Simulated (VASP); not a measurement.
# Mg (P6/mmm) in VASP: a series of runs

Runs on Mg. Level: revPBE. Tasks: single point.

All numbers are computed with VASP 6.6.1; they aren't measurements. Logs are shortened: lines on timing, memory, paths and dates and some standing lists are left out, and cuts for length are marked.

### 1 The cell of the first run

The structure is hexagonal, space group P6/mmm (No. 191). Conventional cell: a = 5.150 Å, b = 5.150 Å, c = 3.124 Å, α = 90.00°, β = 90.00°, γ = 120.00°. Within 4.1 Å of Mg (site symmetry 6/mmm) lie 14 Mg at 3.12 to 3.36 Å. Within 3.9 Å of Mg (site symmetry -6m2) lie 11 Mg at 2.97 to 3.36 Å.

### 2 Single point, revPBE

Input file INCAR:

```
ALGO = Normal
EDIFF = 1E-6
ENCUT = 600
GGA = RE
GGA_COMPAT = F
ISIF = 2
ISMEAR = -1
LASPH = T
LCHARG = T
LELF = T
LREAL = F
LVHAR = T
LWAVE = F
NBANDS = 10
NELM = 120
PREC = Accurate
SIGMA = 0.1
```

Input file KPOINTS:

```
k-points
0
Gamma
  7 7 10
```

Input file POSCAR:

```
Mg
1.0
    5.1503688829      0.0000000000      0.0000000000
   -2.5751844415      4.4603502915      0.0000000000
    0.0000000000      0.0000000000      3.1240596837
Mg
3
Direct
    1.0000000000      1.0000000000      0.0000000000
    0.3333333333      0.6666666667      0.5000000000
    0.6666666667      0.3333333333      0.5000000000
```

Potentials or basis: VASP PAW PBE potentials, release 64 (Mg).

The run is started by

```sh
cat potpaw_PBE.64/Mg/POTCAR > POTCAR
mpirun -np 1 vasp_std > vasp.out
```

OUTCAR:

```text
EDIFF = 1E-6
   ENCUT = 600
   GGA = RE
   ISIF = 2
   ISMEAR = -1
   LASPH = T
   LREAL = F
   NELM = 120
   PREC = Accurate

 ion  position               nearest neighbor table
   1  0.000  0.000  0.000-   2 3.36   3 3.36   2 3.36   3 3.36   3 3.36   3 3.36   2 3.36   2 3.36
                             3 3.36   3 3.36   2 3.36   2 3.36
   2  0.333  0.667  0.500-   3 2.97   3 2.97   3 2.97   1 3.36   1 3.36   1 3.36   1 3.36   1 3.36
                             1 3.36
   3  0.667  0.333  0.500-   2 2.97   2 2.97   2 2.97   1 3.36   1 3.36   1 3.36   1 3.36   1 3.36
                             1 3.36

  LATTYP: Found a hexagonal cell.
 ALAT       =     5.1503688829
 C/A-ratio  =     0.6065700836

  Lattice vectors:

 A1 = (   5.1503688829,   0.0000000000,   0.0000000000)
 A2 = (  -2.5751844415,   4.4603502915,   0.0000000000)
 A3 = (   0.0000000000,   0.0000000000,   3.1240596837)

Analysis of symmetry for initial positions (statically):
=====================================================================
 Subroutine PRICEL returns:
 Original cell was already a primitive cell.

 Routine SETGRP: Setting up the symmetry group for a
 hexagonal supercell.

 Subroutine GETGRP returns: Found 24 space group operations
 (whereof 24 operations were pure point group operations)
 out of a pool of 24 trial point group operations.

The static configuration has the point symmetry D_6h.

Analysis of symmetry for dynamics (positions and initial velocities):
=====================================================================
 Subroutine PRICEL returns:
 Original cell was already a primitive cell.

 Routine SETGRP: Setting up the symmetry group for a
 hexagonal supercell.

 Subroutine GETGRP returns: Found 24 space group operations
 (whereof 24 operations were pure point group operations)
 out of a pool of 24 trial point group operations.

The dynamic configuration has the point symmetry D_6h.

 Subroutine INISYM returns: Found 24 space group operations
 (whereof 24 operations are pure point group operations),
 and found     1 'primitive' translations

----------------------------------------------------------------------------------------

                                     Primitive cell

  volume of cell :      71.7673

  direct lattice vectors                    reciprocal lattice vectors
     5.150368883  0.000000000  0.000000000     0.194160850  0.112098819  0.000000000
    -2.575184441  4.460350292  0.000000000     0.000000000  0.224197638  0.000000000
     0.000000000  0.000000000  3.124059684     0.000000000  0.000000000  0.320096317
[... 90 lines left out ...]
   IBRION =     -1    ionic relax: 0-MD 1-quasi-New 2-CG
   NFREE  =      0    steps in history (QN), initial steepest desc. (CG)
   ISIF   =      2    stress and relaxation
   ISYM   =      2    0-nonsym 1-usesym 2-fastsym
   POTIM  = 0.5000    time-step for ionic-motion
   TEBEG  =    0.0;   TEEND  =   0.0 temperature during run
   PSTRESS=    0.0 pullay stress
   NELECT =       6.0000    total number of electrons
   NUPDOWN=      -1.0000    fix difference up-down
   EMIN   =  10.00;   EMAX   =-10.00  energy-range for DOS
   EFERMI =   0.00;   METHOD = LEGACY
   ISMEAR =    -1;   SIGMA  =   0.10  broadening in eV -4-tet -1-fermi 0-gaus
   EFERMI_NEDOS =   21; number of points for ismear=-14 and -15
   IALGO  =     38    algorithm
   IMIX   =      4    mixing-type and parameters
     AMIX     =   0.40;   BMIX     =  1.00
     AMIX_MAG =   1.60;   BMIX_MAG =  1.00
  volume/ion in A,a.u.               =      23.92       161.44
  Fermi-wavevector in a.u.,A,eV,Ry     =   0.715841  1.352743  6.972004  0.512428
  Thomas-Fermi vector in A             =   1.804106
   LORBIT       =      0    0 simple, 1 ext, 2 COOP (PROOUT), +10 PAW based schemes
   GGA     = RE    functional components
   LHFCALC =     F    Hartree Fock is set to
   AEXX    =    0.0000 exact exchange contribution
   IVDW    =     0    specifies the selected vdW correction
   LEPSILON=     F    determine dielectric tensor
   LRPA    =     F    only Hartree local field effects (RPA)
 non-spin polarized calculation
  energy-cutoff  :      600.00
  volume of cell :       71.77
 maximum number of plane-waves:      2418
 NGX is ok and might be reduce to    42
   NGX = 21   NGY = 21   NGZ = 13

 number of electron       6.0000000 magnetization

 Free energy of the ion-electron system (eV)
  ---------------------------------------------------
  ext. energy  EPLUGINS =         0.00000000
  ---------------------------------------------------
  free energy    TOTEN  =        -3.93894574 eV

  energy without entropy =       -3.89419788  energy(sigma->0) =       -3.91657181

 E-fermi :   2.5245     XC(G=0):  -8.2847

 val. band max:        2.5152384809   @ k =   0.2857   0.1429   0.5000
 cond. band min:       2.6334182338   @ k =   0.1429  -0.0000   0.1000
 fundamental gap:      0.1181797529
 Fermi energy:         2.5245333580

 k-point     1 :       0.0000    0.0000    0.0000
  band No.  band energies     occupation
      1      -4.2460      2.00000
      2       2.7556      0.18047
      3       2.7556      0.18047
      4       2.8104      0.10844
      5       2.8104      0.10844
      6       3.8103      0.00001
      7       3.8707      0.00000
      8      10.3083      0.00000
      9      10.7826      0.00000
     10      15.5966      0.00000
[... 287 lines left out ...]
 k-point    24 :       0.2857    0.2857    0.2000
  band No.  band energies     occupation
      1      -1.8004      2.00000
      2      -0.7529      2.00000
      3      -0.7463      2.00000
      4       5.3334      0.00000
      5       5.4173      0.00000
      6       6.9348      0.00000
      7       7.4364      0.00000
      8       7.9876      0.00000
      9       8.1926      0.00000
     10      11.5741      0.00000

 [... further k-points ...]
[... 5 lines left out ...]
  --------------------------------------------------------------------------------------
  -------------------------------------------------------------------------------------
  Total       -0.0710428     -0.0710428     -0.0775964      0.0000000     -0.0000000      0.0000000
  in kB       -1.5860020     -1.5860020     -1.7323093      0.0000000     -0.0000000      0.0000000
  external PRESSURE =      -1.6347711 kB  Pullay stress =       0.0000000 kB

 VOLUME and BASIS-vectors are now :
 -----------------------------------------------------------------------------
  energy-cutoff  :      600.00
  volume of cell :       71.77
      direct lattice vectors                 reciprocal lattice vectors
     5.150368883  0.000000000  0.000000000     0.194160850  0.112098819  0.000000000
    -2.575184441  4.460350292  0.000000000     0.000000000  0.224197638  0.000000000
     0.000000000  0.000000000  3.124059684     0.000000000  0.000000000  0.320096317

 POSITION                                       TOTAL-FORCE (eV/Angst)
 -----------------------------------------------------------------------------------
      0.00000      0.00000      0.00000         0.000000      0.000000      0.000000
     -0.00000      2.97357      1.56203        -0.000000      0.000000     -0.000000
      2.57518      1.48678      1.56203        -0.000000      0.000000      0.000000
 -----------------------------------------------------------------------------------
    total drift:                                0.000000     -0.000000      0.000000

  FREE ENERGIE OF THE ION-ELECTRON SYSTEM (eV)
  ---------------------------------------------------
  free  energy   TOTEN  =        -3.9389457439 eV

  energy  without entropy=       -3.8941978800  energy(sigma->0) =       -3.91657181
```

OSZICAR:

```text
N       E                     dE             d eps       ncg     rms          rms(c)
DAV:   1     0.274977731117E+01    0.27498E+01   -0.21392E+03   960   0.473E+02
DAV:   2    -0.375915912751E+01   -0.65089E+01   -0.62431E+01  1218   0.495E+01
DAV:   3    -0.395193088112E+01   -0.19277E+00   -0.18912E+00  1294   0.605E+00
DAV:   4    -0.395291986762E+01   -0.98899E-03   -0.98880E-03  1158   0.400E-01
DAV:   5    -0.395292745009E+01   -0.75825E-05   -0.75821E-05  1130   0.398E-02    0.123E+00
DAV:   6    -0.394865215597E+01    0.42753E-02   -0.12061E-03  1102   0.348E-01    0.791E-01
DAV:   7    -0.393891461928E+01    0.97375E-02   -0.45957E-03  1016   0.611E-01    0.459E-02
DAV:   8    -0.393895101338E+01   -0.36394E-04   -0.43019E-05  1188   0.370E-02    0.110E-02
DAV:   9    -0.393894549939E+01    0.55140E-05   -0.34824E-06  1082   0.108E-02    0.147E-03
DAV:  10    -0.393894574388E+01   -0.24448E-06   -0.35633E-07   658   0.200E-03
   1 F= -.39389457E+01 E0= -.39165718E+01  d E =-.447479E-01
```

stdout:

```text
POSCAR found type information on POSCAR Mg
 POSCAR found :  1 types and       3 ions
 scaLAPACK will be used
 -----------------------------------------------------------------------------
|                                                                             |
|                                                                             |
|     You enforced a specific xc type in the INCAR file but a different       |
|     I HOPE YOU KNOW WHAT YOU ARE DOING!                                     |
|                                                                             |
 -----------------------------------------------------------------------------

 LDA part: xc-table for (Slater+PW92), standard interpolation
 POSCAR, INCAR and KPOINTS ok, starting setup
 FFT: planning ... GRIDC
 FFT: planning ... GRID_SOFT
 FFT: planning ... GRID
 WAVECAR not read
 entering main loop
```

Wall time 43 s (1 thread of Intel Xeon Platinum 8375C at 2.90GHz (Ice Lake), shared host); peak memory 0.22 GiB.

What came out:

```yaml
Free_energy: -3.9389 eV
Pressure: -0.2 GPa
Band_gap_on_the_k_mesh: zero (band 3 reaches 5.96 eV, above the bottom of band 4 at 1.62 eV)
```

Caveat: the PAW data sets were made with another functional, which shifts forces and pressure a little.

### 3 Single point, revPBE (volume scaled by 0.88)

Input file INCAR:

```
SYSTEM = Mg
ALGO = Normal
EDIFF = 1E-6
ENCUT = 600
GGA = RE
GGA_COMPAT = .FALSE.
ISIF = 2
ISMEAR = -1
LASPH = .TRUE.
LCHARG = .FALSE.
LREAL = .FALSE.
LWAVE = .FALSE.
NBANDS = 10
NELM = 120
PREC = Accurate
SIGMA = 0.1
```

Input file KPOINTS:

```
k-points
0
G
  8 8 11
  0 0 0
```

Input file POSCAR:

```
Mg
1.0
    4.9355159474      0.0000000000      0.0000000000
   -2.4677579737      4.2742821912      0.0000000000
    0.0000000000      0.0000000000      2.9937363206
Mg
3
Direct
    1.0000000000      1.0000000000      0.0000000000
    0.3333333333      0.6666666667      0.5000000000
    0.6666666667      0.3333333333      0.5000000000
```

Potentials or basis: VASP PAW PBE potentials, release 64 (Mg).

The run is started by

```sh
cat potpaw_PBE.64/Mg/POTCAR > POTCAR
mpirun -np 1 vasp_std > vasp.out
```

Run time: 36 s. Hardware: 1 thread of Intel Xeon Platinum 8375C at 2.90GHz (Ice Lake), shared host; peak memory 0.19 GiB.

The run converged. Its results:

```yaml
Free_energy: -3.8190 eV
Pressure: 5.1 GPa
Band_gap_on_the_k_mesh: zero (band 3 reaches 6.52 eV, above the bottom of band 4 at 2.29 eV)
```

Levels at points of the mesh, in eV from the Fermi level:
| k point | band 1 | band 2 | band 3 | band 4 | band 5 | band 6 | band 7 | band 8 |
| --- | --- | --- | --- | --- | --- | --- | --- | --- |
| (0.00, 0.00, 0.00) | -7.35 | 0.15 | 0.15 | 0.20 | 0.20 | 1.60 | 1.70 | 8.54 |
| (0.50, 0.00, 0.00) | -5.31 | -5.30 | -1.69 | -0.94 | 5.77 | 5.89 | 6.70 | 6.79 |

Caveat: the PAW data sets were made with another functional, which shifts forces and pressure a little.
